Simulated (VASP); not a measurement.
C, 4 atoms in the cell. The typed cell holds 4 atoms: a = 2.465 Å, b = 3.660 Å, c = 4.269 Å, α = 112.81°, β = 90.00°, γ = 90.00°. 

- Program: VASP 6.6.1
- Task: relaxation of cell and atoms
- Functional: PBE
- Dispersion: D3(BJ)
- Potentials or basis: VASP PAW PBE potentials, release 64 (C)
- Cutoff: 600 eV
- k mesh: 12 × 12 × 8
- Occupations: gaussian, width 0.1 eV
- Spin: no spin polarisation
- Dipole correction: no
- Further INCAR settings: ALGO = Normal; EDIFF = 1e-07; IBRION = 2; EDIFFG = -0.015; NSW = 80; ISIF = 3

Potentials or basis: VASP PAW PBE potentials, release 64 (C).

The run is started by

```sh
$ cat potpaw_PBE.64/C/POTCAR > POTCAR
$ mpirun -np 1 vasp_std > vasp.out
```

Hardware: 1 thread of Intel(R) Xeon(R) 6975P-C (Granite Rapids) (shared host).

Task: Estimate the wall time of this run.

Result: It took 4.9 min on 1 thread of Intel(R) Xeon(R) 6975P-C (Granite Rapids), on a shared host, peak memory 0.28 GiB. Counts: scf iterations 67, k points 350, ion steps 10.
